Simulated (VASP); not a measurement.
Ta5W:

```
CELL_PARAMETERS angstrom
2.87786 0.00000 0.00000
0.00000 4.06991 0.00000
0.00000 0.00000 8.63358
ATOMIC_POSITIONS crystal
Ta 0.00000 0.00000 0.83333
Ta 0.50000 0.50000 0.00000
Ta 0.00000 0.00000 0.16667
Ta 0.50000 0.50000 0.33333
Ta 0.50000 0.50000 0.66667
W 0.00000 0.00000 0.50000
```

| Item | Value |
| --- | --- |
| Program | VASP 6.6.1 |
| Task | relaxation of cell and atoms |
| Functional | PBE |
| Potentials or basis | VASP PAW PBE potentials, release 64 (Ta_pv, W_sv) |
| Cutoff | 600 eV |
| k mesh | 6 × 4 × 2 |
| Occupations | gaussian, width 0.1 eV |
| Spin | no spin polarisation |

At the start: pressure 20.8 GPa; volume 16.85 Å³/atom.

Q: How do energy, volume and symmetry change on relaxing?

A: Over 28 steps the energy falls by 222.7 meV/atom and the volume is 18.28 Å³/atom (+8.5 %); space group Pmmm (No. 47, to 0.1 Å) before and after.

The path:
| step | energy change (eV) | largest force (eV/Å) | pressure (GPa) | volume (Å³) |
| --- | --- | --- | --- | --- |
| 1 | 0.0000 | 0.5432 | 20.81 | 101.12 |
| 2 | 2.2377 | 0.0779 | -28.66 | 136.66 |
| 3 | -0.5604 | 0.3248 | -1.52 | 111.10 |
| 4 | -0.5637 | 0.3379 | -0.27 | 110.41 |
| 5 | -0.5637 | 0.3415 | 0.09 | 110.22 |
| 6 | -0.5859 | 0.0947 | 0.08 | 110.19 |
| 7 | -0.6630 | 0.4991 | 0.36 | 110.04 |
| 8 | -0.6284 | 2.2253 | 1.92 | 109.50 |
| 9 | -0.7106 | 1.0078 | 0.77 | 109.89 |
| 10 | -0.7144 | 1.2939 | 1.10 | 109.80 |
| 11 | -0.7165 | 1.3218 | 1.10 | 109.80 |
| 12 | -0.7220 | 1.4073 | 1.09 | 109.83 |
| 13 | -0.7277 | 1.5994 | 1.08 | 109.86 |
| 14 | -0.7363 | 1.5990 | 1.00 | 109.90 |
| 15 | -0.7626 | 1.5945 | 0.79 | 109.99 |
| 16 | -0.8162 | 1.5716 | 0.34 | 110.18 |
| 17 | -0.9236 | 1.4655 | -0.63 | 110.54 |
| 18 | -1.0973 | 1.1100 | -2.52 | 111.23 |
| 19 | -1.1984 | 0.3720 | -4.50 | 112.43 |
| 20 | -1.2636 | 0.2908 | -0.53 | 110.24 |
| 21 | -1.2666 | 0.2857 | 0.47 | 109.72 |
| 22 | -1.2958 | 0.2148 | 0.24 | 109.77 |
| 23 | -1.3312 | 0.0577 | -0.35 | 109.90 |
| 24 | -1.3314 | 0.0464 | -0.31 | 109.89 |
| 25 | -1.3344 | 0.0436 | 0.14 | 109.62 |
| 26 | -1.3353 | 0.0384 | 0.53 | 109.39 |
| 27 | -1.3360 | 0.0107 | -0.27 | 109.79 |
| 28 | -1.3361 | 0.0193 | -0.03 | 109.67 |

Final structure:
```xyz
6
Lattice="2.7967 0.0000 0.0000 0.0000 4.6815 0.0000 0.0000 0.0000 8.3766" Properties=species:S:1:pos:R:3 pbc="T T T"
Ta    0.0000    0.0000    6.9581
Ta    1.3983    2.3407    0.0000
Ta    0.0000    0.0000    1.4186
Ta    1.3983    2.3407    2.8023
Ta    1.3983    2.3407    5.5744
W     0.0000    0.0000    4.1883
```

Caveat: the k points lie up to 0.38 Å⁻¹ apart in the final cell, too coarse for converged energies and pressures of a metal; a cell axis changed by over 15 % at a fixed basis, so the end point is rough.
